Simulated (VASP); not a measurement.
# AlCo: single point with PBEsol

AlCo:

```xyz
2
Lattice="2.8740 0.0820 0.0561 0.0820 2.9036 0.0677 0.0561 0.0677 2.6107" Properties=species:S:1:pos:R:3 pbc="T T T"
Al   -0.1928   -0.0433    0.0122
Co    1.6989    1.5700    1.3550
```

This cell differs from its parent crystal: atoms moved at random and the cell strained at random.

```
Program             : VASP 6.6.1
Task                : single point
Functional          : PBEsol
Potentials or basis : VASP PAW PBE potentials, release 64 (Al, Co)
Cutoff              : 520 eV
k mesh              : 12 × 12 × 12
Occupations         : gaussian, width 0.15 eV
Spin                : no spin polarisation
```

```json
{
  "Pressure": "23.5 GPa",
  "Largest force": "3.434 eV/Å",
  "Band gap on the k mesh": "zero (band 6 reaches 12.72 eV, above the bottom of band 7 at 10.71 eV)"
}
```

Forces in eV/Å, atoms in the order of the input:
```
Al   3.284  0.438 -0.904
Co  -3.284 -0.438  0.904
```

Stress tensor (GPa, compression positive):
```
  6.23  -1.30  -7.46
 -1.30  23.18 -10.14
 -7.46 -10.14  40.99
```

Levels at points of the mesh, in eV from the Fermi level:
| k point | band 4 | band 5 | band 6 | band 7 | band 8 | band 9 |
| --- | --- | --- | --- | --- | --- | --- |
| (0.00, 0.00, 0.00) | -1.08 | -0.73 | -0.52 | 5.13 | 5.76 | 9.11 |
| (0.50, 0.00, 0.00) | -1.96 | -1.13 | -0.66 | 0.18 | 8.43 | 9.74 |
| (0.00, 0.50, 0.00) | -1.87 | -1.35 | -0.49 | -0.11 | 8.34 | 10.46 |
| (0.50, 0.50, 0.00) | -2.36 | -1.24 | -1.04 | -0.38 | 2.01 | 3.48 |
| (0.00, 0.00, 0.50) | -2.17 | -1.82 | -0.87 | 1.01 | 8.80 | 10.33 |
| (0.50, 0.00, 0.50) | -2.00 | -1.63 | -1.52 | 0.00 | 3.26 | 4.36 |
| (0.00, 0.50, 0.50) | -2.29 | -1.26 | -1.04 | -0.17 | 3.02 | 4.28 |
| (0.50, 0.50, 0.50) | -0.30 | 0.08 | 1.50 | 2.74 | 3.10 | 4.42 |

Wall time 3.9 min on 1 thread of AMD EPYC 7R43 64-Core Processor (Zen 3) (shared host), peak memory 0.32 GiB.

Caveat: the cell differs from its parent crystal (atoms moved at random and the cell strained at random); the PAW data sets were made with another functional, which shifts forces and pressure a little. Spin polarisation is off, so any magnetic state and its effect on volume and gap are missing.
